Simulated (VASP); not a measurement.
Set up this calculation in VASP 6.6.1, as the native input.

```yaml
Task: single point
Functional: PBE
Potentials_or_basis: VASP PAW PBE potentials, release 64 (Sn_d, O)
Cutoff: 520 eV
k_mesh: 10 × 10 × 8
Occupations: gaussian, width 0.05 eV
Spin: no spin polarisation
Dipole_correction: no
Further_INCAR_settings: ALGO = Normal; EDIFF = 1e-07; NBANDS = 28
```

The structure of SnO lies in POSCAR:

```
SnO
1.0
    3.8681707514      0.0000000000      0.0000000000
    0.0000000000      3.8681707514      0.0000000000
    0.0000000000      0.0000000000      5.0672768981
Sn O
2 2
Direct
    0.0000000000      0.5000000000      0.2287361932
    0.5000000000      0.0000000000      0.7712638068
    0.0000000000      0.0000000000      0.0148008490
    0.5000000000      0.5000000000     -0.0148008490
```

This cell differs from its parent crystal: atoms displaced along a vibrational mode.

These files were run (other wordings do the same):

INCAR

```
ALGO     = Normal         # electronic algorithm
EDIFF    = 1E-7           # SCF threshold, eV
ENCUT    = 520            # plane-wave cutoff, eV
GGA      = PE             # functional
ISIF     = 2              # what is computed and relaxed
ISMEAR   = 0              # smearing method
LASPH    = T              # aspherical terms in the spheres
LCHARG   = F              # write CHGCAR
LREAL    = F              # projectors in reciprocal space
LWAVE    = F              # write WAVECAR
NBANDS   = 28             # bands
NELM     = 60             # most SCF steps
PREC     = Accurate       # precision mode
SIGMA    = 0.05           # smearing width, eV
```

KPOINTS

```
k-points
0
Gamma
  10 10 8
```

Potentials or basis: VASP PAW PBE potentials, release 64 (Sn_d, O).

Command:

```console
$ cat potpaw_PBE.64/Sn_d/POTCAR potpaw_PBE.64/O/POTCAR > POTCAR
$ mpirun -np 1 vasp_std > vasp.out
```

Results of the run:

The pressure is 0.4 GPa. The largest force is 0.483 eV/Å and the band gap on the k mesh is 0.49 eV (least direct gap 1.92 eV).

Caveat: the cell differs from its parent crystal (atoms displaced along a vibrational mode); spin-orbit coupling is left out, which moves the levels of the heavy elements.

Wall time 5.8 min on 1 thread of Intel(R) Xeon(R) Platinum 8488C (Sapphire Rapids), with other jobs on the host, peak memory 0.4 GiB.
